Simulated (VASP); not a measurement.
A run of VASP 6.6.1:

File INCAR:

```
PREC = Accurate ; ENCUT = 520
EDIFF = 1E-7 ; ISMEAR = 0
SIGMA = 0.01 ; LREAL = False
LASPH = True ; NELM = 100
ALGO = Normal ; ISIF = 2
LWAVE = False ; LCHARG = False
GGA = PS ; NBANDS = 21
```

Contents of KPOINTS:

```
regular mesh
0
Gamma
  6 6 6
```

File POSCAR:

```
LiMgF3
1.0
    3.4361917199      0.0000000000      0.0000000000
    0.0000000000      3.4361917199      0.0000000000
    0.0000000000      0.0000000000      3.4361917199
Li Mg F
1 1 3
Direct
    0.5000000000      0.5000000000      0.5000000000
    0.0000000000      0.0000000000      0.0000000000
    0.0000000000      0.5000000000      0.5000000000
    0.5000000000      0.5000000000      0.0000000000
    0.5000000000      0.0000000000      0.5000000000
```

Potentials or basis: VASP PAW PBE potentials, release 64 (Li_sv, Mg, F).

Run with:

```bash
$ cat potpaw_PBE.64/Li_sv/POTCAR potpaw_PBE.64/Mg/POTCAR potpaw_PBE.64/F/POTCAR > POTCAR
$ mpirun -np 1 vasp_std > vasp.out
```

Hardware: 1 thread of Intel(R) Xeon(R) Platinum 8488C (Sapphire Rapids) (shared host).

**Question.** How long does it take, and how much memory?

**Answer.** It took 24 s on 1 thread of Intel(R) Xeon(R) Platinum 8488C (Sapphire Rapids), with other jobs on the host, peak memory 0.16 GiB. Counts: scf iterations 14, k points 20.
